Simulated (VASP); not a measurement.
A run of VASP 6.6.1:

The input POSCAR:

```
Al
1.0
    2.8454993653      0.0000000000      0.0000000000
   -1.4227496826      2.4642747368      0.0000000000
    0.0000000000      0.0000000000     27.6351000000
Al
6
Direct
    0.8333333330      0.1666666670      0.2894867110
    0.1666666670      0.8333333330      0.3736920266
    0.8333333330      0.1666666670      0.4578973422
    0.1666666670      0.8333333330      0.5421026578
    0.8333333330      0.1666666670      0.6263079734
    0.1666666670      0.8333333330      0.7105132890
```

INCAR.step1

```
ALGO = Normal ; DIPOL = 0.5 0.5 0.500
EDIFF = 1E-7 ; ENCUT = 520
GGA = PS ; IDIPOL = 3
ISIF = 2 ; ISMEAR = -1
LASPH = True ; LCHARG = True
LDIPOL = True ; LREAL = False
LWAVE = False ; NBANDS = 18
NELM = 60 ; PREC = Accurate
SIGMA = 0.1
```

The input KPOINTS.step1:

```
k-points
0
Gamma
  13 13 1
```

INCAR.step2

```
ALGO = Normal ; DIPOL = 0.5 0.5 0.500
EDIFF = 1E-7 ; ENCUT = 520
GGA = PS ; ICHARG = 11
IDIPOL = 3 ; ISIF = 2
ISMEAR = -5 ; LASPH = True
LCHARG = False ; LDIPOL = True
LORBIT = 10 ; LREAL = False
LWAVE = False ; NBANDS = 18
NEDOS = 2001 ; NELM = 60
PREC = Accurate ; SIGMA = 0.1
```

The input KPOINTS.step2:

```
k-points
0
Gamma
  20 20 1
```

Potentials or basis: VASP PAW PBE potentials, release 64 (Al).

Command:

```sh
$ cat potpaw_PBE.64/Al/POTCAR > POTCAR
$ cp INCAR.step1 INCAR
$ cp KPOINTS.step1 KPOINTS
$ mpirun -np 1 vasp_std > vasp.out
$ cp INCAR.step2 INCAR
$ cp KPOINTS.step2 KPOINTS
$ mpirun -np 1 vasp_std > vasp.out
```

Hardware: 1 thread of Intel(R) Xeon(R) Platinum 8375C CPU @ 2.90GHz (Ice Lake), with other jobs on the host.

Q: Estimate the wall time of this run.

A: Run time: 4.6 min on 1 thread of Intel(R) Xeon(R) Platinum 8375C CPU @ 2.90GHz (Ice Lake), on a shared host, peak memory 0.35 GiB. Counts: k points 44.
